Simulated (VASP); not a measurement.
**Cs: single point with PBE**

The system is Cs.

```
Cs
1.0
     7.43420    0.00000    0.00000
     0.00000    7.43420    0.00000
     0.00000    0.00000    7.43420
Cs
3
Cartesian
  3.7171 0.0000 0.0000
  0.0000 3.7171 0.0000
  0.0000 0.0000 3.7171
```

- Program: VASP 6.6.1
- Task: single point
- Functional: PBE
- Potentials or basis: VASP PAW PBE potentials, release 64 (Cs_sv)
- Cutoff: 520 eV
- k mesh: 6 × 6 × 6
- Occupations: gaussian, width 0.1 eV
- Spin: no spin polarisation
- Dipole correction: no
- Further INCAR settings: ALGO = Fast; EDIFF = 1e-07; NBANDS = 20

```yaml
Pressure: 0.0 GPa
```

Levels at points of the mesh, in eV from the Fermi level:
| k point | band 10 | band 11 | band 12 | band 13 | band 14 | band 15 | band 16 | band 17 |
| --- | --- | --- | --- | --- | --- | --- | --- | --- |
| (0.00, 0.00, 0.00) | -10.78 | -10.78 | -10.78 | -1.56 | 0.24 | 0.71 | 0.71 | 1.28 |
| (0.50, 0.00, 0.00) | -10.83 | -10.79 | -10.79 | -0.89 | -0.47 | 0.72 | 1.33 | 1.33 |
| (0.50, 0.50, 0.00) | -10.83 | -10.80 | -10.78 | -0.09 | -0.07 | -0.07 | 0.35 | 1.34 |
| (0.50, 0.50, 0.50) | -10.80 | -10.78 | -10.78 | 0.16 | 0.16 | 0.16 | 0.40 | 0.78 |

Wall time 100 s on 1 thread of Intel(R) Xeon(R) 6975P-C (Granite Rapids) (shared host), peak memory 0.48 GiB.

Caveat: spin-orbit coupling is left out, which moves the levels of the heavy elements.
